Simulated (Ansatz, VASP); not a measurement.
## Al3BP4 in VASP and in Ansatz

```
CELL_PARAMETERS angstrom
5.25553 0.00000 0.00000
0.00000 5.25553 0.00000
0.00000 0.00000 5.25553
ATOMIC_POSITIONS crystal
B 0.00000 0.00000 0.00000
P 0.22680 0.22680 0.22680
P 0.77320 0.77320 0.22680
P 0.77320 0.22680 0.77320
P 0.22680 0.77320 0.77320
Al 0.50000 0.50000 0.00000
Al 0.50000 0.00000 0.50000
Al 0.00000 0.50000 0.50000
```

Alike in both runs: task single point; functional PBE; k mesh 6 × 6 × 6; no spin polarisation.

|  | VASP | Ansatz |
| --- | --- | --- |
| version | VASP 6.6.1 | Ansatz 0.2.0 |
| potentials or method | VASP PAW PBE potentials, release 64 (B, P, Al) | plane waves, PAW |
| plane-wave cutoff (eV) | 520 | 420 |
| occupations | gaussian, width 0.01 eV | fixed |
| valence electrons in the cell | 32 | 32 |

Ansatz gave:

* gap on the k mesh at the Fermi level (eV): 1.07
* pressure (GPa): 1.2
* rms of the force components (eV/Å): 0.057

Question: Which values does VASP return?

Answer: gap on the k mesh at the Fermi level (eV): 1.07; pressure (GPa): 1.1; rms of the force components (eV/Å): 0.056.
